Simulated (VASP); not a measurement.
Write the native input for VASP 6.6.1 that does the following.

```
Task                   : relaxation of cell and atoms
Functional             : LDA
Potentials or basis    : VASP PAW LDA potentials, release 64 (Te, Sn_d)
Cutoff                 : 600 eV
k mesh                 : 7 × 7 × 7
Occupations            : fermi-dirac, width 0.05 eV
Spin                   : no spin polarisation
Dipole correction      : no
Further INCAR settings : ALGO = Normal; EDIFF = 1e-06; IBRION = 2; EDIFFG = -0.01; NSW = 60; ISIF = 3
```

The structure of SnTe lies in POSCAR:

```
SnTe
1.0
    3.9047000000      0.0000000000      0.0000000000
    0.0000000000      3.9047000000      0.0000000000
    0.0000000000      0.0000000000      3.9047000000
Te Sn
1 1
Direct
    0.5000000000      0.5000000000      0.5000000000
    0.0000000000      0.0000000000      0.0000000000
```

One way to write it, as run:

INCAR

```
SYSTEM = SnTe
PREC = Accurate
ENCUT = 600
EDIFF = 1E-6
ISMEAR = -1
SIGMA = 0.05
LREAL = .False.
LASPH = .True.
NELM = 80
ALGO = Normal
ISIF = 3
LWAVE = .False.
LCHARG = .False.
IBRION = 2
NSW = 60
EDIFFG = -0.01
```

KPOINTS

```
Automatic mesh
0
Gamma
  7 7 7
  0 0 0
```

Potentials or basis: VASP PAW LDA potentials, release 64 (Te, Sn_d).

Launch:

```bash
$ cat potpaw_LDA.64/Te/POTCAR potpaw_LDA.64/Sn_d/POTCAR > POTCAR
$ mpirun -np 1 vasp_std > vasp.out
```

Results of the run:

| Property | Result |
| --- | --- |
| Relaxed volume | 26.55 Å³/atom |
| Relaxed cell | a = 3.759 Å, b = 3.759 Å, c = 3.759 Å, α = 90.00°, β = 90.00°, γ = 90.00° |
| Space group after relaxing (to 0.1 Å) | Pm-3m (No. 221) |
| Energy gained by relaxing | 55.2 meV/atom |
| Ionic steps | 3 |
| Pressure after relaxing | 0.0 GPa |
| Band gap on the k mesh | zero (bands 10 and 11 overlap by 1.56 eV) |

Caveat: spin-orbit coupling is left out, which moves the levels of the heavy elements.

Wall time 65 s on 1 thread of AMD EPYC 7R13, on a shared host, peak memory 0.15 GiB.
